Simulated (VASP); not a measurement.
# W (Im-3m) in VASP: a series of runs

The runs below take W through single point, relaxation of cell and atoms, with r2SCAN.

Program: VASP 6.6.1. These are calculated values, not measurements. Logs are shortened: lines on timing, memory, paths and dates and some standing lists are left out, and cuts for length are marked.

**1. The cell of the first run**

It takes space group Im-3m (No. 229, cubic). Conventional cell: a = 3.204 Å, b = 3.204 Å, c = 3.204 Å, α = 90.00°, β = 90.00°, γ = 90.00°. Within 3.7 Å of W (site symmetry m-3m) lie 14 W at 2.77 to 3.20 Å.

**2. Single point, r2SCAN**

Input file POSCAR:

```
W
1.0
   -1.6017681100      1.6017681100      1.6017681100
    1.6017681100     -1.6017681100      1.6017681100
    1.6017681100      1.6017681100     -1.6017681100
W
1
Direct
    0.0000000000      0.0000000000      0.0000000000
```

Input file INCAR.step1:

```
SYSTEM = W
PREC = Accurate ; ENCUT = 520
ISMEAR = -1 ; SIGMA = 0.1
LREAL = .False. ; LASPH = .True.
NELM = 80 ; NBANDS = 13
GGA = PE ; ALGO = Normal
EDIFF = 1E-4 ; LWAVE = .True.
LCHARG = .False.
```

Input file INCAR.step2:

```
SYSTEM = W
PREC = Accurate ; ENCUT = 520
EDIFF = 1E-6 ; ISMEAR = -1
SIGMA = 0.1 ; LREAL = .False.
LASPH = .True. ; NELM = 80
ALGO = Normal ; ISIF = 2
LWAVE = .False. ; LCHARG = .False.
METAGGA = R2SCAN ; LMIXTAU = .True.
NBANDS = 13 ; ISTART = 1
```

Input file KPOINTS:

```
regular mesh
0
Gamma
  15 15 15
  0 0 0
```

Potentials or basis: VASP PAW PBE potentials, release 64 (W_sv).

Started as:

```sh
$ cat potpaw_PBE.64/W_sv/POTCAR > POTCAR
$ cp INCAR.step1 INCAR
$ mpirun -np 1 vasp_std > vasp.out
$ cp INCAR.step2 INCAR
$ mpirun -np 1 vasp_std > vasp.out
```

OUTCAR:

```text
SYSTEM = W
   PREC = Accurate
   ENCUT = 520
   EDIFF = 1E-6
   ISMEAR = -1
   LREAL = .False.
   LASPH = .True.
   NELM = 80
   ISIF = 2
   METAGGA = R2SCAN
   ISTART = 1

 ion  position               nearest neighbor table
   1  0.000  0.000  0.000-

  LATTYP: Found a body centered cubic cell.
 ALAT       =     3.2035362200

  Lattice vectors:

 A1 = (  -1.6017681100,   1.6017681100,   1.6017681100)
 A2 = (   1.6017681100,  -1.6017681100,   1.6017681100)
 A3 = (   1.6017681100,   1.6017681100,  -1.6017681100)

Analysis of symmetry for initial positions (statically):
=====================================================================
 Subroutine PRICEL returns:
 Original cell was already a primitive cell.

 Routine SETGRP: Setting up the symmetry group for a
 body centered cubic supercell.

 Subroutine GETGRP returns: Found 48 space group operations
 (whereof 48 operations were pure point group operations)
 out of a pool of 48 trial point group operations.

The static configuration has the point symmetry O_h .

Analysis of symmetry for dynamics (positions and initial velocities):
=====================================================================
 Subroutine PRICEL returns:
 Original cell was already a primitive cell.

 Routine SETGRP: Setting up the symmetry group for a
 body centered cubic supercell.

 Subroutine GETGRP returns: Found 48 space group operations
 (whereof 48 operations were pure point group operations)
 out of a pool of 48 trial point group operations.

The dynamic configuration has the point symmetry O_h .

 Subroutine INISYM returns: Found 48 space group operations
 (whereof 48 operations are pure point group operations),
 and found     1 'primitive' translations

----------------------------------------------------------------------------------------

                                     Primitive cell

  volume of cell :      16.4384

  direct lattice vectors                    reciprocal lattice vectors
    -1.601768110  1.601768110  1.601768110     0.000000000  0.312155047  0.312155047
     1.601768110 -1.601768110  1.601768110     0.312155047  0.000000000  0.312155047
     1.601768110  1.601768110 -1.601768110     0.312155047  0.312155047  0.000000000

  length of vectors
     2.774343748  2.774343748  2.774343748     0.441453901  0.441453901  0.441453901

  position of ions in fractional coordinates (direct lattice)
     0.000000000  0.000000000  0.000000000

[... 81 lines left out ...]
   ISIF   =      2    stress and relaxation
   ISYM   =      2    0-nonsym 1-usesym 2-fastsym
   POTIM  = 0.5000    time-step for ionic-motion
   TEBEG  =    0.0;   TEEND  =   0.0 temperature during run
   PSTRESS=    0.0 pullay stress
   NELECT =      14.0000    total number of electrons
   NUPDOWN=      -1.0000    fix difference up-down
   EMIN   =  10.00;   EMAX   =-10.00  energy-range for DOS
   EFERMI =   0.00;   METHOD = LEGACY
   ISMEAR =    -1;   SIGMA  =   0.10  broadening in eV -4-tet -1-fermi 0-gaus
   EFERMI_NEDOS =   21; number of points for ismear=-14 and -15
   IALGO  =     38    algorithm
   IMIX   =      4    mixing-type and parameters
     AMIX     =   0.40;   BMIX     =  1.00
     AMIX_MAG =   1.60;   BMIX_MAG =  1.00
  volume/ion in A,a.u.               =      16.44       110.93
  Fermi-wavevector in a.u.,A,eV,Ry     =   1.551784  2.932446 32.763276  2.408033
  Thomas-Fermi vector in A             =   2.656253
   LORBIT       =      0    0 simple, 1 ext, 2 COOP (PROOUT), +10 PAW based schemes
   METAGGA = R2SCAN    functional components
   LHFCALC =     F    Hartree Fock is set to
   AEXX    =    0.0000 exact exchange contribution
   IVDW    =     0    specifies the selected vdW correction
   LEPSILON=     F    determine dielectric tensor
   LRPA    =     F    only Hartree local field effects (RPA)
 non-spin polarized calculation
  energy-cutoff  :      520.00
  volume of cell :       16.44
 maximum number of plane-waves:       458
 NGX is ok and might be reduce to    24
   NGX = 11   NGY = 11   NGZ = 11

 number of electron      14.0000001 magnetization

 Free energy of the ion-electron system (eV)
  ---------------------------------------------------
  ext. energy  EPLUGINS =         0.00000000
  ---------------------------------------------------
  free energy    TOTEN  =       -51.34437722 eV

  energy without entropy =      -51.33149198  energy(sigma->0) =      -51.33793460

 E-fermi :  10.7285     XC(G=0): -14.7255

 val. band max:       10.6873434897   @ k =  -0.3333   0.4000   0.2667
 cond. band min:      10.8151967228   @ k =   0.4667   0.0667   0.0000
 fundamental gap:      0.1278532331
 Fermi energy:        10.7285247287

 k-point     1 :       0.0000    0.0000    0.0000
  band No.  band energies     occupation
      1     -65.3956      2.00000
      2     -28.3091      2.00000
      3     -28.3091      2.00000
      4     -28.3091      2.00000
      5       0.8485      2.00000
      6       9.5474      1.99999
      7       9.5474      1.99999
      8       9.5474      1.99999
      9      13.2505      0.00000
     10      13.2505      0.00000
     11      25.9472      0.00000
     12      25.9472      0.00000
     13      25.9472      0.00000
[... 354 lines left out ...]
  band No.  band energies     occupation
      1     -65.2566      2.00000
      2     -29.3812      2.00000
      3     -28.8780      2.00000
      4     -28.4326      2.00000
      5       5.6470      2.00000
      6       7.4377      2.00000
      7       9.2560      2.00000
      8      12.9195      0.00000
      9      14.3111      0.00000
     10      19.0153      0.00000
     11      20.2263      0.00000
     12      24.1431      0.00000
     13      27.1671      0.00000

 [... further k-points ...]

------------------------ aborting loop because EDIFF is reached ----------------------------------------

  FORCE on cell =-STRESS in cart. coord.  units (eV):
  Direction    XX          YY          ZZ          XY          YZ          ZX
  --------------------------------------------------------------------------------------
  -------------------------------------------------------------------------------------
  Total       -0.8948545     -0.8948545     -0.8948545     -0.0000000     -0.0000000      0.0000000
  in kB      -87.2175867    -87.2175867    -87.2175867     -0.0000000     -0.0000000      0.0000000
  external PRESSURE =     -87.2175867 kB  Pullay stress =       0.0000000 kB

 VOLUME and BASIS-vectors are now :
 -----------------------------------------------------------------------------
  energy-cutoff  :      520.00
  volume of cell :       16.44
      direct lattice vectors                 reciprocal lattice vectors
    -1.601768110  1.601768110  1.601768110     0.000000000  0.312155047  0.312155047
     1.601768110 -1.601768110  1.601768110     0.312155047  0.000000000  0.312155047
     1.601768110  1.601768110 -1.601768110     0.312155047  0.312155047  0.000000000

 POSITION                                       TOTAL-FORCE (eV/Angst)
 -----------------------------------------------------------------------------------
      0.00000      0.00000      0.00000         0.000000     -0.000000      0.000000
 -----------------------------------------------------------------------------------
    total drift:                                0.000000      0.000000     -0.000000

  FREE ENERGIE OF THE ION-ELECTRON SYSTEM (eV)
  ---------------------------------------------------
  free  energy   TOTEN  =       -51.3443772218 eV

  energy  without entropy=      -51.3314919794  energy(sigma->0) =      -51.33793460
```

OSZICAR.step1:

```text
N       E                     dE             d eps       ncg     rms          rms(c)
DAV:   1     0.833902180615E+02    0.83390E+02   -0.74802E+03  3128   0.122E+03
DAV:   2    -0.119788032368E+02   -0.95369E+02   -0.91649E+02  3535   0.315E+02
DAV:   3    -0.135981724010E+02   -0.16194E+01   -0.16148E+01  3400   0.396E+01
DAV:   4    -0.136048392899E+02   -0.66669E-02   -0.66668E-02  3480   0.283E+00
DAV:   5    -0.136048993542E+02   -0.60064E-04   -0.60064E-04  3485   0.251E-01    0.196E+01
DAV:   6    -0.130896382419E+02    0.51526E+00   -0.44457E-01  3225   0.884E+00    0.757E+00
DAV:   7    -0.129599803563E+02    0.12966E+00   -0.22239E-01  3445   0.593E+00    0.716E-01
DAV:   8    -0.129558794328E+02    0.41009E-02   -0.42137E-03  3175   0.834E-01    0.774E-02
DAV:   9    -0.129558724058E+02    0.70270E-05   -0.85325E-05  2465   0.118E-01
   1 F= -.12955872E+02 E0= -.12948411E+02  d E =-.149228E-01
```

Run time: 48 s. Hardware: 1 thread of Intel Xeon Platinum 8488C (Sapphire Rapids), shared host; peak memory 0.15 GiB.

What came out:

```yaml
Free_energy: -51.3444 eV
Pressure: -8.7 GPa
Band_gap_on_the_k_mesh: zero (band 7 reaches 15.34 eV, above the bottom of band 8 at 9.55 eV)
```

Levels at points of the mesh, in eV from the Fermi level:
```tsv
k point	band 3	band 4	band 5	band 6	band 7	band 8	band 9	band 10	band 11	band 12
(0.00, 0.00, 0.00)	-39.04	-39.04	-9.88	-1.18	-1.18	-1.18	2.52	2.52	15.22	15.22
```

Caveat: the PAW data sets were made with another functional, which shifts forces and pressure a little; spin-orbit coupling is left out, which moves the levels of the heavy elements.

**3. Single point, r2SCAN**

This run uses another cell than the first one, of 15.91 Å³/atom, 0.968 times its volume.

Input file POSCAR:

```
W
1.0
   -1.5844556681      1.5844556681      1.5844556681
    1.5844556681     -1.5844556681      1.5844556681
    1.5844556681      1.5844556681     -1.5844556681
W
1
Direct
    0.0000000000      0.0000000000      0.0000000000
```

Input file INCAR.step1:

```
SYSTEM = W
PREC     = Accurate       ! precision mode
ENCUT    = 520            ! plane-wave cutoff, eV
ISMEAR   = -1             ! smearing method
SIGMA    = 0.1            ! smearing width, eV
LREAL    = .False.        ! projectors in reciprocal space
LASPH    = .True.         ! aspherical terms in the spheres
NELM     = 80             ! most SCF steps
NBANDS   = 13             ! bands
GGA      = PE             ! functional
ALGO     = Normal         ! electronic algorithm
EDIFF    = 1E-4           ! SCF threshold, eV
LWAVE    = .True.         ! write WAVECAR
LCHARG   = .False.        ! write CHGCAR
```

Input file INCAR.step2:

```
SYSTEM = W
PREC     = Accurate       ! precision mode
ENCUT    = 520            ! plane-wave cutoff, eV
EDIFF    = 1E-7           ! SCF threshold, eV
ISMEAR   = -1             ! smearing method
SIGMA    = 0.1            ! smearing width, eV
LREAL    = .False.        ! projectors in reciprocal space
LASPH    = .True.         ! aspherical terms in the spheres
NELM     = 80             ! most SCF steps
ALGO     = Normal         ! electronic algorithm
ISIF     = 2              ! what is computed and relaxed
LWAVE    = .False.        ! write WAVECAR
LCHARG   = .False.        ! write CHGCAR
METAGGA  = R2SCAN         ! meta-GGA
LMIXTAU  = .True.       
NBANDS   = 13             ! bands
ISTART   = 1
```

Input file KPOINTS:

```
Automatic mesh
0
Gamma
  15 15 15
  0 0 0
```

Potentials or basis: VASP PAW PBE potentials, release 64 (W_sv).

Started as:

```sh
$ cat potpaw_PBE.64/W_sv/POTCAR > POTCAR
$ cp INCAR.step1 INCAR
$ mpirun -np 1 vasp_std > vasp.out
$ cp INCAR.step2 INCAR
$ mpirun -np 1 vasp_std > vasp.out
```

Wall time 66 s (1 thread of Intel Xeon 6975P-C, shared host); peak memory 0.15 GiB.

It converged, with:

```yaml
Free_energy: -51.3569 eV
Pressure: 1.2 GPa
Band_gap_on_the_k_mesh: zero (band 7 reaches 16.01 eV, above the bottom of band 8 at 9.96 eV)
```

Levels at points of the mesh, in eV from the Fermi level:
| k point | band 5 | band 6 | band 7 | band 8 | band 9 | band 10 |
| --- | --- | --- | --- | --- | --- | --- |
| (0.00, 0.00, 0.00) | -10.07 | -1.24 | -1.24 | -1.24 | 2.59 | 2.59 |

Caveat: the PAW data sets were made with another functional, which shifts forces and pressure a little; spin-orbit coupling is left out, which moves the levels of the heavy elements.

[end of part 1 of 2]
